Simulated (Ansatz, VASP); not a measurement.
**Cu in VASP and in Ansatz**

File INCAR:

```
ALGO = Normal
EDIFF = 1E-7
ENCUT = 520
GGA = PS
ISIF = 2
ISMEAR = 1
LASPH = True
LCHARG = False
LREAL = False
LWAVE = False
NBANDS = 42
NELM = 100
PREC = Accurate
SIGMA = 0.1
```

Contents of KPOINTS:

```
k-points
0
Gamma
  10 10 1
```

The input POSCAR:

```
Cu
1.0
    2.5036580000      0.0000000000      0.0000000000
   -1.2518290000      2.1682320000      0.0000000000
    0.0000000000      0.0000000000     24.5755890000
Cu
6
Direct
    0.0000000000      0.0000000000      0.3737640000
    0.6666666667      0.3333333333      0.2896140000
    0.3333333333      0.6666666667      0.4579910000
    0.0000000000      0.0000000000      0.6262360000
    0.6666666667      0.3333333333      0.5420090000
    0.3333333333      0.6666666667      0.7103860000
```

Input for Ansatz:

```yaml
crystal:
  lattice:
    - [2.503658, 0.0, 0.0]
    - [-1.251829, 2.168232, 0.0]
    - [0.0, 0.0, 24.575589]
  atoms:
    - { symbol: Cu, position: [0.0, 0.0, 0.373764] }
    - { symbol: Cu, position: [0.6666666666666666, 0.3333333333333333, 0.289614] }
    - { symbol: Cu, position: [0.3333333333333333, 0.6666666666666666, 0.457991] }
    - { symbol: Cu, position: [0.0, 0.0, 0.626236] }
    - { symbol: Cu, position: [0.6666666666666666, 0.3333333333333333, 0.542009] }
    - { symbol: Cu, position: [0.3333333333333333, 0.6666666666666666, 0.710386] }
kpoints:
  mp_grid:
    grid: [10, 10, 1]
hamiltonian:
  xc: pbesol
  pseudopotentials:
    kind: paw
scf:
  convergence:
    dr2_threshold: 1.0e-09
  occupations:
    method: cold
output:
  forces: true
  stress: true
```

Alike in both runs: task single point; functional PBEsol; k mesh 10 × 10 × 1; no spin polarisation.

|  | VASP | Ansatz |
| --- | --- | --- |
| version | VASP 6.6.1 | Ansatz 0.2.0 |
| potentials or method | VASP PAW PBE potentials, release 64 (Cu) | plane waves, PAW |
| plane-wave cutoff (eV) | 520 | 420 |
| occupations | methfessel-paxton of order 1, width 0.1 eV | cold |
| valence electrons in the cell | 66 | 114 |

```tsv
	VASP	Ansatz	Ansatz less VASP
rms of the force components (eV/Å)	0.029	0.035	+0.0057
```

VASP's potentials were made for PBE, not for PBEsol. Atom by atom the forces differ by 0.009 eV/Å (rms over components). VASP's potentials hold 66 valence electrons a cell and Ansatz's 114, so a difference there can come from the potentials and not from the codes. Ansatz's warnings: stress scf threshold loose.
